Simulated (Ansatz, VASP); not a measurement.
# One calculation of Ta, two programs

```
CELL_PARAMETERS angstrom
-1.73384 1.73384 1.61000
1.73384 -1.73384 1.61000
1.73384 1.73384 -1.61000
ATOMIC_POSITIONS crystal
Ta 0.00000 0.00000 0.00000
```

Change from the starting cell: strain +0.050 along x and y, -0.025 along z, atoms carried along.

Alike in both runs: task single point; functional r2SCAN; k mesh 20 × 20 × 20; occupations gaussian, width 0.15 eV; no spin polarisation.

|  | VASP | Ansatz |
| --- | --- | --- |
| version | VASP 6.6.1 | Ansatz 0.2.0 |
| potentials or method | VASP PAW PBE potentials, release 64 (Ta_pv), cutoff 520 eV | scalar-relativistic, plane waves, PAW |
| valence electrons in the cell | 11 | 13 |

Ansatz gave:

```
gap on the k mesh at the Fermi level (eV)                     : none
pressure (GPa)                                                : -11.9
traceless stress, the component that is largest in VASP (GPa) : 3.38
```

Question: Estimate VASP's values.

Answer: gap on the k mesh at the Fermi level (eV): none; pressure (GPa): -11.5; traceless stress, the component that is largest in VASP (GPa): 3.34.

VASP's potentials were made for PBE, not for r2SCAN. A gap of «none» marks a metal or a gap that the smearing closes. VASP's potentials hold 11 valence electrons a cell and Ansatz's 13, so a difference there can come from the potentials and not from the codes.

Spin-orbit coupling is off throughout.
